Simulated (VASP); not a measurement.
# Mg3HO3 in VASP: a series of runs, part 2 of 2

VASP 6.6.1. The steps go on from the part before.

## 3. Single point, PBEsol, collinear spin

Contents of INCAR:

```
ALGO = Normal
DIPOL = 0.5 0.5 0.312
EDIFF = 1E-7
ENCUT = 520
GGA = PS
IDIPOL = 3
ISIF = 2
ISMEAR = 0
ISPIN = 2
LASPH = True
LCHARG = False
LDIPOL = True
LORBIT = 11
LREAL = False
LWAVE = False
MAGMOM = 0 0 0 0 0 0 1
NBANDS = 26
NELM = 150
PREC = Accurate
SIGMA = 0.05
```

Contents of KPOINTS:

```
k-points
0
Gamma
  9 9 1
```

Contents of POSCAR:

```
Mg3HO3
1.0
    2.9804137519      0.0000000000      0.0000000000
    0.0000000000      2.9804137519      0.0000000000
    0.0000000000      0.0000000000     21.2399431533
Mg O H
3 3 1
Direct
    0.5000000000      0.5000000000      0.1883244212
    0.0000000000      0.0000000000      0.2877909891
    0.5000000000      0.5000000000      0.3857349348
    0.0000000000      0.0000000000      0.1883244212
    0.5000000000      0.5000000000      0.2873494718
    0.0000000000      0.0000000000      0.3879456312
    0.3333333333      0.0000000000      0.4599797223
```

Potentials or basis: VASP PAW PBE potentials, release 64 (Mg, O, H).

Launch:

```bash
cat potpaw_PBE.64/Mg/POTCAR potpaw_PBE.64/O/POTCAR potpaw_PBE.64/H/POTCAR > POTCAR
mpirun -np 1 vasp_std > vasp.out
```

OUTCAR:

```text
EDIFF = 1E-7
   ENCUT = 520
   GGA = PS
   ISIF = 2
   ISMEAR = 0
   ISPIN = 2
   LASPH = True
   LORBIT = 11
   LREAL = False
   NELM = 150
   PREC = Accurate

 ion  position               nearest neighbor table
   1  0.500  0.500  0.188-   5 2.10   4 2.11   4 2.11   4 2.11   4 2.11   2 2.98   2 2.98   2 2.98
                             2 2.98
   2  0.000  0.000  0.288-   5 2.11   5 2.11   5 2.11   5 2.11   4 2.11   6 2.13   3 2.96   3 2.96
                             3 2.96   3 2.96   1 2.98   1 2.98   1 2.98   1 2.98
   3  0.500  0.500  0.386-   5 2.09   6 2.11   6 2.11   6 2.11   6 2.11   7 2.23   7 2.23   2 2.96
                             2 2.96   2 2.96   2 2.96
   4  0.000  0.000  0.188-   1 2.11   1 2.11   1 2.11   1 2.11   2 2.11
[... 1556 lines left out ...]
      1.49021      1.49021      6.10329         0.023622      0.000000     -0.005398
      0.00000      0.00000      8.23994        -0.096329      0.000000     -1.002770
      0.99347      0.00000      9.76994        -0.022870      0.000000      0.273314
 -----------------------------------------------------------------------------------
    total drift:                                0.000019     -0.000000      0.001307

  FREE ENERGIE OF THE ION-ELECTRON SYSTEM (eV)
  ---------------------------------------------------
  free  energy   TOTEN  =       -37.4349449297 eV

  energy  without entropy=      -37.4349419853  energy(sigma->0) =      -37.43494346

 vacuum level on the upper side and lower side of the slab         4.329         1.422

 total charge

# of ion       s       p       d       tot
------------------------------------------
    1        0.145   0.159   0.066   0.371
    2        0.152   0.181   0.079   0.413
    3        0.144   0.164   0.070   0.377
    4        1.538   3.489   0.000   5.027
    5        1.539   3.538   0.000   5.077
    6        1.553   3.462   0.000   5.014
    7        0.409   0.005   0.000   0.414
--------------------------------------------------
tot          5.479  10.999   0.215  16.693

 magnetization (x)

# of ion       s       p       d       tot
------------------------------------------
    1        0.000   0.000   0.000   0.000
    2        0.002   0.003   0.001   0.007
    3       -0.001   0.002   0.003   0.004
    4        0.000   0.001   0.000   0.001
    5        0.001   0.010   0.000   0.011
    6        0.020   0.185   0.000   0.204
    7        0.286   0.001   0.000   0.287
--------------------------------------------------
tot          0.308   0.202   0.004   0.514
```

Run time: 10 min. Hardware: 1 thread of Oxide Virtual Turin-like, shared host; peak memory 0.42 GiB.

What came out:

```
Free energy                                           : -37.4349 eV
Largest force                                         : 1.007 eV/Å
Band gap on the k mesh                                : 0.23 eV (least direct gap 1.49 eV)
Net moment                                            : 1.00 μB per cell
Site moments                                          : Mg +0.00, +0.01 (each value once); O +0.00, +0.01, +0.20; H +0.29 μB
Valence electrons inside the program's atomic spheres : Mg 0.37, 0.41, 0.38; O 5.03, 5.08, 5.01; H 0.41
```

Forces in eV/Å, atoms in the order of the input:
```
Mg   0.001  0.000  0.430
Mg   0.025  0.000 -0.081
Mg   0.068  0.000  0.806
O    0.001  0.000 -0.420
O    0.024  0.000 -0.005
O   -0.096  0.000 -1.003
H   -0.023  0.000  0.273
```

Caveat: the PAW data sets were made with another functional, which shifts forces and pressure a little.

## 4. Single point, PBEsol, collinear spin

Contents of INCAR:

```
ALGO = Normal
DIPOL = 0.5 0.5 0.320
EDIFF = 1E-7
ENCUT = 520
GGA = PS
IDIPOL = 3
ISIF = 2
ISMEAR = 0
ISPIN = 2
LASPH = T
LCHARG = F
LDIPOL = T
LORBIT = 11
LREAL = F
LWAVE = F
MAGMOM = 0 0 0 0 0 0 1
NBANDS = 26
NELM = 150
PREC = Accurate
SIGMA = 0.05
```

KPOINTS is that of step 3.

POSCAR: that of step 3 with these lines changed.

```diff
@@ -14,2 +14,2 @@
     0.0000000000      0.0000000000      0.3879456312
-    0.3333333333      0.0000000000      0.4599797223
+    0.3333333333      0.0000000000      0.5164770486
```

Launch:

```bash
cat potpaw_PBE.64/Mg/POTCAR potpaw_PBE.64/O/POTCAR potpaw_PBE.64/H/POTCAR > POTCAR
mpirun -np 1 vasp_std > vasp.out
```

Wall time 12 min (1 thread of Oxide Virtual Turin-like, shared host); peak memory 0.41 GiB.

It converged, with:

| Property | Result |
| --- | --- |
| Free energy | -37.3530 eV |
| Largest force | 0.436 eV/Å |
| Band gap on the k mesh | 1.52 eV |
| Net moment | 1.00 μB per cell |
| Site moments | Mg +0.00, -0.00 (each value once); O +0.00, +0.04 (each value once); H +0.36 μB |
| Valence electrons inside the program's atomic spheres | Mg 0.37, 0.41 (each value once); O 5.03, 5.08, 5.02; H 0.37 |

Forces on the atoms (eV/Å):
```
Mg   0.000  0.000  0.436
Mg   0.001  0.000 -0.016
Mg  -0.003  0.000  0.200
O    0.000  0.000 -0.423
O    0.001  0.000  0.007
O   -0.004  0.000 -0.107
H    0.004  0.000 -0.098
```

Levels at points of the mesh, in eV from the valence-band top:
Spin up:
```csv
k point,band 9,band 10,band 11,band 12,band 13,band 14,band 15,band 16,band 17,band 18
"(0.00, 0.00, 0.00)",-0.57,-0.42,-0.42,-0.03,-0.02,3.41,4.69,5.34,5.68,6.81
```
Spin down:
```
           k point  band 10  band 11  band 12  band 13  band 14  band 15
(0.00, 0.00, 0.00)    -0.41     0.00     0.00     1.52     3.45     5.02
```

Caveat: the PAW data sets were made with another functional, which shifts forces and pressure a little.

## 5. Single point, PBEsol, collinear spin

Contents of INCAR:

```
ALGO     = Normal         # electronic algorithm
DIPOL    = 0.5 0.5 0.316
EDIFF    = 1E-7           # SCF threshold, eV
ENCUT    = 520            # plane-wave cutoff, eV
GGA      = PS             # functional
IDIPOL   = 3            
ISIF     = 2              # what is computed and relaxed
ISMEAR   = 0              # smearing method
ISPIN    = 2              # spin polarisation
LASPH    = T              # aspherical terms in the spheres
LCHARG   = T              # write CHGCAR
LDIPOL   = T            
LELF     = T              # ELF
LORBIT   = 11             # projections on sites
LREAL    = F              # projectors in reciprocal space
LVACPOTAV= T            
LVHAR    = T            
LWAVE    = F              # write WAVECAR
MAGMOM   = 0 0 0 0 0 0 1  # initial moments
NBANDS   = 26             # bands
NELM     = 150            # most SCF steps
PREC     = Accurate       # precision mode
SIGMA    = 0.05           # smearing width, eV
```

KPOINTS is that of step 4.

POSCAR: that of step 4 with these lines changed.

```diff
@@ -14,2 +14,2 @@
     0.0000000000      0.0000000000      0.3879456312
-    0.3333333333      0.0000000000      0.5164770486
+    0.1666666667      0.0000000000      0.4835202749
```

Launch:

```bash
cat potpaw_PBE.64/Mg/POTCAR potpaw_PBE.64/O/POTCAR potpaw_PBE.64/H/POTCAR > POTCAR
mpirun -np 1 vasp_std > vasp.out
```

It took 11 min on 1 thread of Oxide Virtual Turin-like, shared host; peak memory 0.42 GiB.

The run converged. Its results:

```
Free energy                                           : -37.4265 eV
Largest force                                         : 0.620 eV/Å
Band gap on the k mesh                                : 0.47 eV (least direct gap 1.87 eV)
Net moment                                            : 1.00 μB per cell
Site moments                                          : Mg +0.00, +0.01, -0.00; O +0.00, +0.01, +0.13; H +0.33 μB
Valence electrons inside the program's atomic spheres : Mg 0.37, 0.41 (each value once); O 5.03, 5.08, 5.02; H 0.39
```

Forces in eV/Å, atoms in the order of the input:
```
Mg   0.000  0.000  0.434
Mg   0.007  0.000 -0.051
Mg  -0.011  0.000  0.620
O    0.000  0.000 -0.422
O    0.006  0.000  0.000
O   -0.067  0.000 -0.508
H    0.066  0.000 -0.073
```

Levels at points of the mesh, in eV from the valence-band top:
Spin up:
```tsv
k point	band 10	band 11	band 12	band 13	band 14	band 15	band 16	band 17
(0.00, 0.00, 0.00)	-2.19	-1.80	-1.79	-1.40	1.70	3.47	4.16	4.98
```
Spin down:
```
           k point  band 8  band 9  band 10  band 11  band 12  band 13  band 14  band 15  band 16  band 17
(0.00, 0.00, 0.00)   -2.69   -2.14    -2.14    -1.72    -1.72     0.47     1.76     3.52     4.43     5.16
```

Caveat: the PAW data sets were made with another functional, which shifts forces and pressure a little.

## 6. Summary

| cell | gap on the mesh (eV) | moment (μB) | largest force (eV/Å) |
| --- | --- | --- | --- |
| as given, atomic positions A | none | 0.72 | 1.29 |
| as given, atomic positions B | 0.23 | 1.00 | 1.01 |
| as given, atomic positions C | 1.52 | 1.00 | 0.44 |
| as given, atomic positions D | 0.47 | 1.00 | 0.62 |

Alike in all rows: task single point; level PBEsol; potentials or basis VASP PAW PBE potentials, release 64 (Mg, O, H); spin collinear; k mesh 9 × 9 × 1; cutoff (eV) 520; smearing gaussian 0.05 eV.

Caveats: the PAW data sets were made with another functional, which shifts forces and pressure a little; a moment this small can come from the mesh or the smearing (at least some runs).

Total energies depend on the potentials used, so only differences within one code and one set of settings carry meaning.
